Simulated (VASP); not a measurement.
# SnSe2 in VASP: further runs

Runs on SnSe2. Level: PBE. Tasks: relaxation of cell and atoms.

All numbers are computed with VASP 6.6.1; they aren't measurements. Logs are shortened: lines on timing, memory, paths and dates and some standing lists are left out, and cuts for length are marked.

### Step 1. The cell of the first run

The cell holds a slab with vacuum, 3 atoms: a = 2.908 Å, b = 2.908 Å, c = 15.404 Å, α = 90.00°, β = 90.00°, γ = 120.00°.

The cell was generated, and may not be a known phase.

### Step 2. Relaxation of cell and atoms, PBE

The input, INCAR:

```
SYSTEM = SnSe2
PREC     = Accurate       ! precision mode
ENCUT    = 600            ! plane-wave cutoff, eV
EDIFF    = 1E-7           ! SCF threshold, eV
ISMEAR   = 0              ! smearing method
SIGMA    = 0.1            ! smearing width, eV
LREAL    = .FALSE.        ! projectors in reciprocal space
LASPH    = .TRUE.         ! aspherical terms in the spheres
NELM     = 80             ! most SCF steps
ALGO     = Normal         ! electronic algorithm
ISIF     = 3              ! what is computed and relaxed
LWAVE    = .FALSE.        ! write WAVECAR
LCHARG   = .FALSE.        ! write CHGCAR
GGA      = PE             ! functional
IBRION   = 2              ! ionic algorithm
NSW      = 90             ! ionic steps
EDIFFG   = -0.04          ! ionic threshold
```

The input, KPOINTS:

```
Automatic mesh
0
G
  6 6 1
  0 0 0
```

The input, POSCAR:

```
SnSe2
1.0
    2.9075611100      0.0000000000      0.0000000000
   -1.4537805600      2.5180217800      0.0000000000
    0.0000000000      0.0000000000     15.4042233900
Sn Se
1 2
Direct
    0.0000000000      0.0000000000      0.0000000000
    0.3333333300      0.6666666700      0.0940123100
    0.3333333300      0.6666666700      0.9059876900
```

Potentials or basis: VASP PAW PBE potentials, release 64 (Sn_d, Se).

Started as:

```sh
$ cat potpaw_PBE.64/Sn_d/POTCAR potpaw_PBE.64/Se/POTCAR > POTCAR
$ mpirun -np 1 vasp_std > vasp.out
```

OUTCAR:

```text
SYSTEM = SnSe2
   PREC = Accurate
   ENCUT = 600
   EDIFF = 1E-7
   ISMEAR = 0
   LREAL = .FALSE.
   LASPH = .TRUE.
   NELM = 80
   ISIF = 3
   GGA = PE
   IBRION = 2
   NSW = 90
   EDIFFG = -0.04

 ion  position               nearest neighbor table
   1  0.000  0.000  0.000-   2 2.22   3 2.22   2 2.22   3 2.22   2 2.22   3 2.22
   2  0.333  0.667  0.094-   1 2.22   1 2.22   1 2.22
   3  0.333  0.667  0.906-   1 2.22   1 2.22   1 2.22

  LATTYP: Found a hexagonal cell.
 ALAT       =     2.9075611100
 C/A-ratio  =     5.2979878349

  Lattice vectors:

 A1 = (   2.9075611100,   0.0000000000,   0.0000000000)
 A2 = (  -1.4537805600,   2.5180217800,   0.0000000000)
 A3 = (   0.0000000000,   0.0000000000,  15.4042233900)

Analysis of symmetry for initial positions (statically):
=====================================================================
 Subroutine PRICEL returns:
 Original cell was already a primitive cell.

 Routine SETGRP: Setting up the symmetry group for a
 hexagonal supercell.

 Subroutine GETGRP returns: Found 12 space group operations
 (whereof 12 operations were pure point group operations)
 out of a pool of 24 trial point group operations.

The static configuration has the point symmetry D_3h.

Analysis of symmetry for dynamics (positions and initial velocities):
=====================================================================
 Subroutine PRICEL returns:
 Original cell was already a primitive cell.

 Routine SETGRP: Setting up the symmetry group for a
 hexagonal supercell.

 Subroutine GETGRP returns: Found 12 space group operations
 (whereof 12 operations were pure point group operations)
 out of a pool of 24 trial point group operations.

The dynamic configuration has the point symmetry D_3h.

 Subroutine INISYM returns: Found 12 space group operations
 (whereof 12 operations are pure point group operations),
 and found     1 'primitive' translations

----------------------------------------------------------------------------------------

                                     Primitive cell

  volume of cell :     112.7790

  direct lattice vectors                    reciprocal lattice vectors
     2.907561110  0.000000000  0.000000000     0.343930862  0.198568577  0.000000000
    -1.453780560  2.518021780  0.000000000     0.000000000  0.397137153  0.000000000
     0.000000000  0.000000000 15.404223390     0.000000000  0.000000000  0.064917262

  length of vectors
     2.907561110  2.907561109 15.404223390     0.397137152  0.397137153  0.064917262

  position of ions in fractional coordinates (direct lattice)
     0.000000000  0.000000000  0.000000000
     0.333333330  0.666666670  0.094012310
     0.333333330  0.666666670  0.905987690

  ion indices of the primitive-cell ions
   primitive index   ion index
                 1           1
                 2           2
                 3           3

----------------------------------------------------------------------------------------

 KPOINTS: Automatic mesh

Automatic generation of k-mesh.
 Grid dimensions read from file:
 generate k-points for:    6    6    1

 Generating k-lattice:

  Cartesian coordinates                     Fractional coordinates (reciprocal lattice)
     0.057321810  0.033094763  0.000000000     0.166666667 -0.000000000  0.000000000
     0.000000000  0.066189525  0.000000000     0.000000000  0.166666667  0.000000000
     0.000000000  0.000000000  0.064917262     0.000000000  0.000000000  1.000000000

  Length of vectors
     0.066189525  0.066189525  0.064917262

  Shift w.r.t. Gamma in fractional coordinates (k-lattice)
     0.000000000  0.000000000  0.000000000

 Subroutine IBZKPT returns following result:
 ===========================================

 Found      7 irreducible k-points:

 Following reciprocal coordinates:
            Coordinates               Weight
  0.000000  0.000000  0.000000      1.000000
  0.166667  0.000000  0.000000      6.000000
  0.333333 -0.000000  0.000000      6.000000
  0.500000  0.000000  0.000000      3.000000
  0.166667  0.166667  0.000000      6.000000
  0.333333  0.166667  0.000000     12.000000
  0.333333  0.333333  0.000000      2.000000
   k-points           NKPTS =      7   k-points in BZ     NKDIM =      7   number of bands    NBANDS=     17
   number of dos      NEDOS =    301   number of ions     NIONS =      3
   total plane-waves  NPLWV =  72576
   dimension x,y,z NGX =    24 NGY =   24 NGZ =  126
   dimension x,y,z NGXF=    48 NGYF=   48 NGZF=  252
   ions per type =               1   2
   NGX,Y,Z   is equivalent  to a cutoff of  13.72, 13.72, 13.60 a.u.
   NGXF,Y,Z  is equivalent  to a cutoff of  27.45, 27.45, 27.20 a.u.
 SYSTEM =  SnSe2
   PREC   = accura    normal or accurate (medium, high low for compatibility)
   ISTART =      0    job   : 0-new  1-cont  2-samecut
   ICHARG =      2    charge: 1-file 2-atom 10-const
   ISPIN  =      1    spin polarized calculation?
   LNONCOLLINEAR =      F non collinear calculations
   LSORBIT =      F    spin-orbit coupling
   LASPH  =      T    aspherical Exc in radial PAW
   ENCUT  =  600.0 eV  44.10 Ry    6.64 a.u.   5.81  5.81 30.77*2*pi/ulx,y,z
   NELM   =     80;   NELMIN=  2; NELMDL= -5     # of ELM steps
   EDIFF  = 0.1E-06   stopping-criterion for ELM
   LREAL  =      F    real-space projection
   EDIFFG = -.4E-01   stopping-criterion for IOM
   NSW    =     90    number of steps for IOM
   IBRION =      2    ionic relax: 0-MD 1-quasi-New 2-CG
   NFREE  =      1    steps in history (QN), initial steepest desc. (CG)
   ISIF   =      3    stress and relaxation
   ISYM   =      2    0-nonsym 1-usesym 2-fastsym
   POTIM  = 0.5000    time-step for ionic-motion
   TEBEG  =    0.0;   TEEND  =   0.0 temperature during run
   PSTRESS=    0.0 pullay stress
   NELECT =      26.0000    total number of electrons
   NUPDOWN=      -1.0000    fix difference up-down
   EMIN   =  10.00;   EMAX   =-10.00  energy-range for DOS
   EFERMI =   0.00;   METHOD = LEGACY
   ISMEAR =     0;   SIGMA  =   0.10  broadening in eV -4-tet -1-fermi 0-gaus
   EFERMI_NEDOS =   21; number of points for ismear=-14 and -15
   IALGO  =     38    algorithm
   IMIX   =      4    mixing-type and parameters
     AMIX     =   0.40;   BMIX     =  1.00
     AMIX_MAG =   1.60;   BMIX_MAG =  1.00
  volume/ion in A,a.u.               =      37.59       253.69
  Fermi-wavevector in a.u.,A,eV,Ry     =   1.003822  1.896948 13.710019  1.007658
  Thomas-Fermi vector in A             =   2.136398
   LORBIT       =      0    0 simple, 1 ext, 2 COOP (PROOUT), +10 PAW based schemes
   GGA     = PE    functional components
   LHFCALC =     F    Hartree Fock is set to
   AEXX    =    0.0000 exact exchange contribution
   IVDW    =     0    specifies the selected vdW correction
   LEPSILON=     F    determine dielectric tensor
   LRPA    =     F    only Hartree local field effects (RPA)
 conjugate gradient relaxation of ions
 non-spin polarized calculation
 Gauss-broadening in eV      SIGMA  =   0.10
  energy-cutoff  :      600.00
  volume of cell :      112.78
 maximum number of plane-waves:      3776
 NGX is ok and might be reduce to    24
   NGX = 11   NGY = 11   NGZ = 61

--------------------------------------- Ionic step        1  -------------------------------------------

 number of electron      25.9999995 magnetization

 Free energy of the ion-electron system (eV)
  ---------------------------------------------------
  ext. energy  EPLUGINS =         0.00000000
  ---------------------------------------------------
  free energy    TOTEN  =         2.17318863 eV

  energy without entropy =        2.19204291  energy(sigma->0) =        2.18261577

 E-fermi :   2.6411     XC(G=0):  -5.4376

 val. band max:        2.3563934940   @ k =   0.0000   0.0000   0.0000
 cond. band min:       2.6567782663   @ k =   0.3333   0.1667   0.0000
 fundamental gap:      0.3003847723
 Fermi energy:         2.6410878668

 k-point     1 :       0.0000    0.0000    0.0000
  band No.  band energies     occupation
      1     -21.5712      2.00000
      2     -21.5697      2.00000
      3     -21.5697      2.00000
      4     -21.2327      2.00000
      5     -21.2327      2.00000
      6     -19.1580      2.00000
[... 9 lines left out ...]
     16       6.3061      0.00000
     17       7.0965      0.00000
[... 222 lines left out ...]
  FREE ENERGIE OF THE ION-ELECTRON SYSTEM (eV)
  ---------------------------------------------------
  free  energy   TOTEN  =        -3.6723131639 eV

  energy  without entropy=       -3.5943702859  energy(sigma->0) =       -3.63334172

[... ionic steps 4 to 18 ...]

--------------------------------------- Ionic step       19  -------------------------------------------

 number of electron      25.9999994 magnetization

------------------------ aborting loop because EDIFF is reached ----------------------------------------

  FORCE on cell =-STRESS in cart. coord.  units (eV):
  Direction    XX          YY          ZZ          XY          YZ          ZX
  --------------------------------------------------------------------------------------
  -------------------------------------------------------------------------------------
  Total       -0.4102246     -0.4102246      0.1413590      0.0000000      0.0000000     -0.0000000
  in kB       -3.4737552     -3.4737551      1.1970186      0.0000000      0.0000000     -0.0000000
  external PRESSURE =      -1.9168306 kB  Pullay stress =       0.0000000 kB
[... 59 lines left out ...]
  energy  without entropy=      -11.0456028554  energy(sigma->0) =      -11.04960054

--------------------------------------- Ionic step       21  -------------------------------------------

 number of electron      26.0000003 magnetization

 Free energy of the ion-electron system (eV)
  ---------------------------------------------------
  ext. energy  EPLUGINS =         0.00000000
  ---------------------------------------------------
  free energy    TOTEN  =       -11.05400850 eV

  energy without entropy =      -11.04608547  energy(sigma->0) =      -11.05004699

 E-fermi :  -1.4311     XC(G=0):  -4.6814

 val. band max:       -1.6156880362   @ k =   0.1667   0.0000   0.0000
 cond. band min:      -1.4164587173   @ k =   0.0000   0.0000   0.0000
 fundamental gap:      0.1992293189
 Fermi energy:        -1.4310599575

 k-point     1 :       0.0000    0.0000    0.0000
  band No.  band energies     occupation
      1     -23.1587      2.00000
      2     -23.1587      2.00000
      3     -23.0792      2.00000
      4     -23.0753      2.00000
      5     -23.0753      2.00000
      6     -15.1634      2.00000
[... 9 lines left out ...]
     16       2.6880      0.00000
     17       2.6880      0.00000
[... 148 lines left out ...]
  FREE ENERGIE OF THE ION-ELECTRON SYSTEM (eV)
  ---------------------------------------------------
  free  energy   TOTEN  =       -11.0540085040 eV

  energy  without entropy=      -11.0460854687  energy(sigma->0) =      -11.05004699

 reached required accuracy - stopping structural energy minimisation
```

It took 8.9 min on 1 thread of Intel Xeon Platinum 8488C (Sapphire Rapids), shared host; peak memory 0.26 GiB.

What came out:

- Free energy: -11.0540 eV
- Relaxed cell: a = 3.790 Å, b = 3.790 Å, c = 15.054 Å, α = 90.00°, β = 90.00°, γ = 120.00°
- Space group after relaxing (to 0.1 Å): P-6m2 (No. 187)
- Energy gained by relaxing: 4409.1 meV/atom
- Ionic steps: 21
- Band gap on the k mesh: zero (filled and empty bands touch)

Step by step:
| step | energy change (eV) | largest force (eV/Å) | pressure (GPa) | volume (Å³) |
| --- | --- | --- | --- | --- |
| 1 | 0.0000 | 17.0952 | 68.34 | 112.78 |
| 2 | -4.2387 | 0.5522 | -2.47 | 629.14 |
| 3 | -5.8455 | 0.8373 | -1.89 | 518.26 |
| 4 | -6.6963 | 1.0382 | -2.02 | 458.54 |
| 5 | -11.1675 | 1.3195 | -3.26 | 246.66 |
| 6 | -12.3332 | 0.1745 | 1.76 | 171.09 |
| 7 | -12.3479 | 0.7124 | -0.52 | 186.36 |
| 8 | -12.3713 | 0.5115 | 0.28 | 180.14 |
| 9 | -12.3714 | 0.4605 | 0.50 | 178.59 |
| 10 | -12.5172 | 0.4705 | 0.15 | 181.86 |
| 11 | -13.0806 | 1.0179 | -0.56 | 189.80 |
| 12 | -12.3947 | 1.0879 | 1.68 | 195.72 |
| 13 | -12.5889 | 1.3237 | 0.79 | 195.68 |
| 14 | -13.1721 | 0.3417 | -0.56 | 193.80 |
| 15 | -13.2120 | 0.3266 | -0.70 | 192.48 |
| 16 | -13.2138 | 0.2610 | -0.69 | 192.66 |
| 17 | -13.1691 | 0.8756 | 1.13 | 182.02 |
| 18 | -13.2242 | 0.0361 | -0.20 | 189.29 |
| 19 | -13.2242 | 0.0444 | -0.19 | 189.21 |
| 20 | -13.2268 | 0.0115 | 0.07 | 186.61 |
| 21 | -13.2272 | 0.0020 | 0.00 | 187.31 |

Final structure:
```cif
data_structure
_symmetry_space_group_name_H-M 'P 1'
_symmetry_Int_Tables_number 1
_cell_length_a 3.7905
_cell_length_b 3.7905
_cell_length_c 15.0537
_cell_angle_alpha 90.000
_cell_angle_beta 90.000
_cell_angle_gamma 120.000
_cell_volume 187.31
loop_
_atom_site_label
_atom_site_type_symbol
_atom_site_fract_x
_atom_site_fract_y
_atom_site_fract_z
_atom_site_occupancy
Sn1 Sn 0.00000 0.00000 0.00000 1
Se1 Se 0.33333 0.66667 0.11506 1
Se2 Se 0.33333 0.66667 0.88494 1
```

Levels at points of the mesh, in eV from the Fermi level:
```csv
k point,band 11,band 12,band 13,band 14,band 15,band 16
"(0.00, 0.00, 0.00)",-0.78,0.01,0.01,0.52,3.56,4.12
"(0.50, 0.00, 0.00)",-2.23,-0.69,-0.50,0.02,2.33,3.98
```

Caveat: the k points lie up to 0.32 Å⁻¹ apart in the final cell; the volume moved by over 15 % at a fixed basis, so the end points are rough; there is no dipole correction, which matters where the two faces differ; the relaxation moved the vacuum too, so the length across it says nothing of the material; spin-orbit coupling is left out, which moves the levels of the heavy elements.

### Step 3. Relaxation of cell and atoms, PBE

This run uses another cell than the first one.

The input, INCAR:

```
ALGO = Normal
EDIFF = 1E-6
EDIFFG = -0.04
ENCUT = 600
GGA = PE
IBRION = 2
ISIF = 3
ISMEAR = 0
LASPH = T
LCHARG = F
LREAL = F
LWAVE = F
NELM = 60
NSW = 90
PREC = Accurate
SIGMA = 0.1
```

The input, KPOINTS:

```
k-points
0
Gamma
  6 6 2
```

The input, POSCAR:

```
SnSe2
1.0
    3.7928129705      0.0000000000      0.0000000000
   -1.8964064852      3.2846723842      0.0000000000
    0.0000000000      0.0000000000     12.3427321906
Sn Se
1 2
Direct
    0.0000000000      0.0000000000      0.0000000000
    0.3333333333      0.6666666667      0.1402373107
    0.3333333333      0.6666666667      0.8597626893
```

Potentials or basis: VASP PAW PBE potentials, release 64 (Sn_d, Se).

Started as:

```sh
$ cat potpaw_PBE.64/Sn_d/POTCAR potpaw_PBE.64/Se/POTCAR > POTCAR
$ mpirun -np 1 vasp_std > vasp.out
```

It took 76 s on 1 thread of Intel Xeon Platinum 8488C (Sapphire Rapids), shared host; peak memory 0.28 GiB.

The run converged. Its results:

- Free energy: -11.0622 eV
- Largest force after relaxing: 0.011 eV/Å
- Band gap on the k mesh: 0.01 eV (least direct gap 0.50 eV)

Forces on the atoms (eV/Å):
```
Sn   0.000  0.000  0.000
Se   0.000  0.000  0.011
Se   0.000  0.000 -0.011
```

Final structure:
```
Sn Se
1.0
     3.79281    0.00000    0.00000
    -1.89641    3.28467    0.00000
     0.00000    0.00000   12.34273
Sn Se
1 2
Direct
  0.00000 0.00000 0.00000
  0.33333 0.66667 0.14024
  0.33333 0.66667 0.85976
```

Levels at points of the mesh, in eV from the valence-band top:
```
           k point  band 11  band 12  band 13  band 14  band 15  band 16
(0.00, 0.00, 0.00)    -0.79     0.00     0.00     0.50     3.56     4.10
(0.50, 0.00, 0.00)    -2.24    -0.71    -0.50     0.01     2.32     3.97
(0.00, 0.00, 0.50)    -0.79     0.00     0.00     0.51     3.52     4.10
(0.50, 0.00, 0.50)    -2.24    -0.71    -0.50     0.01     2.32     3.96
```

Caveat: the relaxation stopped at its first step, so nothing moved; the smearing spreads over this small gap; there is no dipole correction, which matters where the two faces differ; the relaxation moved the vacuum too, so the length across it says nothing of the material; semilocal functionals underestimate gaps, and a narrow one can read as zero; spin-orbit coupling is left out, which moves the levels of the heavy elements.

The gap in the log of VASP goes by the Fermi energy; the results here count the filled bands.